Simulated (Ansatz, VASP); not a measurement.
**Zn2C: VASP beside Ansatz**

Contents of INCAR:

```
PREC = Accurate ; ENCUT = 520
EDIFF = 1E-6 ; ISMEAR = -1
SIGMA = 0.02 ; LREAL = F
LASPH = T ; NELM = 100
ALGO = Normal ; ISIF = 2
LWAVE = F ; LCHARG = F
GGA = PE ; NBANDS = 21
```

KPOINTS

```
Automatic mesh
0
Gamma
  8 8 8
```

POSCAR

```
Zn2C
1.0
    0.0000000000      2.4410599437      2.6427007396
    2.4410599437      0.0000000000      2.6427007396
    2.4410599437      2.4410599437      0.0000000000
C Zn
1 2
Direct
    0.0000000000      0.0000000000      0.0000000000
    0.2500000000      0.2500000000      0.2500000000
    0.7500000000      0.7500000000      0.7500000000
```

Input for Ansatz:

```yaml
crystal:
  lattice:
    - [0.0, 2.4410599437, 2.6427007396]
    - [2.4410599437, 0.0, 2.6427007396]
    - [2.4410599437, 2.4410599437, 0.0]
  atoms:
    - { symbol: C, position: [0.0, 0.0, 0.0] }
    - { symbol: Zn, position: [0.25, 0.25, 0.25] }
    - { symbol: Zn, position: [0.75, 0.75, 0.75] }
kpoints:
  mp_grid: { grid: [8, 8, 8] }
  band_path:
    path:
      - [0.0, 0.0, 0.0]
      - [0.5, 0.0, 0.5]
      - [0.625, 0.25, 0.625]
      - [0.375, 0.375, 0.75]
      - [0.5, 0.5, 0.5]
      - [0.5, 0.25, 0.75]
    npoints: 1
hamiltonian:
  xc: pbe
scf:
  occupations: { method: fermi_dirac, width: 0.02 }
  n_extra_bands: 4
output:
  forces: true
  stress: true
  eigenvalues: true
  write_density: true
  write_potential: true
  elf: true
  volumetric_format: npy
```

Change from the starting cell: epitaxial_xy strain -5.3%.

Alike in both runs: task single point; functional PBE; k mesh 8 × 8 × 8; occupations fermi-dirac, width 0.02 eV; no spin polarisation.

|  | VASP | Ansatz |
| --- | --- | --- |
| version | VASP 6.6.1 | Ansatz 0.2.0 |
| potentials or method | VASP PAW PBE potentials, release 64 (C, Zn) | plane waves, PAW |
| plane-wave cutoff (eV) | 520 | 420 |
| valence electrons in the cell | 28 | 28 |

|  | VASP | Ansatz | Ansatz less VASP |
| --- | --- | --- | --- |
| pressure (GPa) | 21.2 | 20.2 | -1.01 |
| traceless stress, the component that is largest in VASP (GPa) | -15.53 | -15.40 | +0.134 |

With one functional, cell and mesh, what is left measures potentials, basis and numerics.
